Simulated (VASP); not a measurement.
A run of VASP 6.6.1 is set up as follows.

Contents of INCAR:

```
SYSTEM = In2S
PREC = Accurate
ENCUT = 520
EDIFF = 1E-6
ISMEAR = 0
SIGMA = 0.1
LREAL = .False.
LASPH = .True.
NELM = 100
ALGO = Normal
ISIF = 2
LWAVE = .False.
LCHARG = .False.
GGA = PE
NBANDS = 23
```

Contents of KPOINTS:

```
Automatic mesh
0
Gamma
  4 4 4
  0 0 0
```

Contents of POSCAR:

```
In2S
1.0
    3.9430601000      0.0000000000      0.0000000000
    0.0000000000      3.9430601000      0.0000000000
    0.0000000000      0.0000000000      5.4349541000
In S
2 1
Direct
    0.5000000000      0.0000000000      0.6611510000
    0.0000000000      0.5000000000      0.3388490000
    0.0000000000      0.0000000000      0.0000000000
```

Potentials or basis: VASP PAW PBE potentials, release 64 (In_d, S).

Launch:

```console
$ cat potpaw_PBE.64/In_d/POTCAR potpaw_PBE.64/S/POTCAR > POTCAR
$ mpirun -np 1 vasp_std > vasp.out
```

(1) Estimate the band gap on the k mesh.

(2) Predict the pressure.

## Answers

(1) zero (bands 16 and 17 overlap by 2.90 eV).

(2) 0.6 GPa.

Caveat: the k points lie up to 0.40 Å⁻¹ apart, too coarse for converged energies and pressures of a metal; the cell differs from its parent crystal (atoms taken out); spin-orbit coupling is left out, which moves the levels of the heavy elements.
